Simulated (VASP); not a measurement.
Here is a VASP 6.6.1 calculation.

Contents of INCAR:

```
SYSTEM = SnO2
PREC     = Accurate       ! precision mode
ENCUT    = 520            ! plane-wave cutoff, eV
EDIFF    = 1E-8           ! SCF threshold, eV
ISMEAR   = -1             ! smearing method
SIGMA    = 0.01           ! smearing width, eV
LREAL    = .FALSE.        ! projectors in reciprocal space
LASPH    = .TRUE.         ! aspherical terms in the spheres
NELM     = 60             ! most SCF steps
ALGO     = Normal         ! electronic algorithm
ISIF     = 2              ! what is computed and relaxed
LWAVE    = .FALSE.        ! write WAVECAR
LCHARG   = .FALSE.        ! write CHGCAR
GGA      = PE             ! functional
LEFG     = .TRUE.       
NBANDS   = 35             ! bands
```

The input KPOINTS:

```
regular mesh
0
G
  7 7 10
  0 0 0
```

POSCAR

```
SnO2
1.0
    4.7648180450      0.0000000000      0.0000000000
    0.0000000000      4.7648180450      0.0000000000
    0.0000000000      0.0000000000      3.2074997700
Sn O
2 4
Direct
    0.5000000000      0.5000000000      0.5000000000
    0.0000000000      0.0000000000      0.0000000000
    0.1940277000      0.8059723000      0.5000000000
    0.8059723000      0.1940277000      0.5000000000
    0.3059723000      0.3059723000      0.0000000000
    0.6940277000      0.6940277000      0.0000000000
```

Potentials or basis: VASP PAW PBE potentials, release 64 (Sn_d, O).

Run with:

```sh
$ cat potpaw_PBE.64/Sn_d/POTCAR potpaw_PBE.64/O/POTCAR > POTCAR
$ mpirun -np 1 vasp_std > vasp.out
```

(1) Predict the band gap on the k mesh.

(2) Estimate the largest force.

(3) What does it give for the pressure?

Answers

(1) 1.04 eV, direct.

(2) 0.041 eV/Å.

(3) 7.5 GPa.

Caveat: without QUAD_EFG the Cq values of the log hold for a quadrupole moment of 1 mb, not for the nuclei; spin-orbit coupling is left out, which moves the levels of the heavy elements.
